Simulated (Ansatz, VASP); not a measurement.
CdS: VASP beside Ansatz

Contents of POSCAR:

```
CdS
1.0
    0.0000000000      2.8792778153      2.8792778153
    2.8792778153      0.0000000000      2.8792778153
    2.8792778153      2.8792778153      0.0000000000
Cd S
1 1
Direct
    0.0000000000      0.0000000000      0.0000000000
    0.2500000000      0.2500000000      0.2500000000
```

Contents of INCAR.step1:

```
PREC     = Accurate       # precision mode
ENCUT    = 520            # plane-wave cutoff, eV
ISMEAR   = 0              # smearing method
SIGMA    = 0.02           # smearing width, eV
LREAL    = False          # projectors in reciprocal space
LASPH    = True           # aspherical terms in the spheres
NELM     = 100            # most SCF steps
NBANDS   = 16             # bands
GGA      = PE             # functional
ALGO     = Normal         # electronic algorithm
EDIFF    = 1E-4           # SCF threshold, eV
LWAVE    = True           # write WAVECAR
LCHARG   = False          # write CHGCAR
```

The input INCAR.step2:

```
PREC     = Accurate       # precision mode
ENCUT    = 520            # plane-wave cutoff, eV
EDIFF    = 1E-6           # SCF threshold, eV
ISMEAR   = 0              # smearing method
SIGMA    = 0.02           # smearing width, eV
LREAL    = False          # projectors in reciprocal space
LASPH    = True           # aspherical terms in the spheres
NELM     = 100            # most SCF steps
ALGO     = Normal         # electronic algorithm
ISIF     = 2              # what is computed and relaxed
LWAVE    = False          # write WAVECAR
LCHARG   = False          # write CHGCAR
METAGGA  = R2SCAN         # meta-GGA
LMIXTAU  = True         
NBANDS   = 16             # bands
ISTART   = 1
```

File KPOINTS:

```
Automatic mesh
0
Gamma
  8 8 8
```

Input for Ansatz:

```yaml
crystal:
  lattice:
    - [0.0, 2.8792778113, 2.8792778113]
    - [2.8792778113, 0.0, 2.8792778113]
    - [2.8792778113, 2.8792778113, 0.0]
  atoms:
    - { symbol: Cd, position: [0.0, 0.0, 0.0] }
    - { symbol: S, position: [0.25, 0.25, 0.25] }
basis:
  ecutwfc: 500
kpoints:
  mp_grid: { grid: [8, 8, 8] }
hamiltonian:
  xc: r2scan
scf:
  occupations: { method: gaussian, width: 0.02 }
output:
  forces: true
  stress: true
  eigenvalues: true
```

Alike in both runs: task single point; functional r2SCAN; k mesh 8 × 8 × 8; occupations gaussian, width 0.02 eV; no spin polarisation.

|  | VASP | Ansatz |
| --- | --- | --- |
| version | VASP 6.6.1 | Ansatz 0.2.0 |
| potentials or method | VASP PAW PBE potentials, release 64 (Cd, S), cutoff 520 eV | scalar-relativistic, plane waves, PAW |
| valence electrons in the cell | 18 | 26 |

VASP gave:

- gap on the k mesh at the Fermi level (eV): 1.68
- least direct gap on the mesh (eV): 1.68
- pressure (GPa): 4.7

Task: Estimate Ansatz's values.

Result: gap on the k mesh at the Fermi level (eV): 1.68; least direct gap on the mesh (eV): 1.68; pressure (GPa): 4.3.

VASP's potentials were made for PBE, not for r2SCAN. VASP's potentials hold 18 valence electrons a cell and Ansatz's 26, so a difference there can come from the potentials and not from the codes.
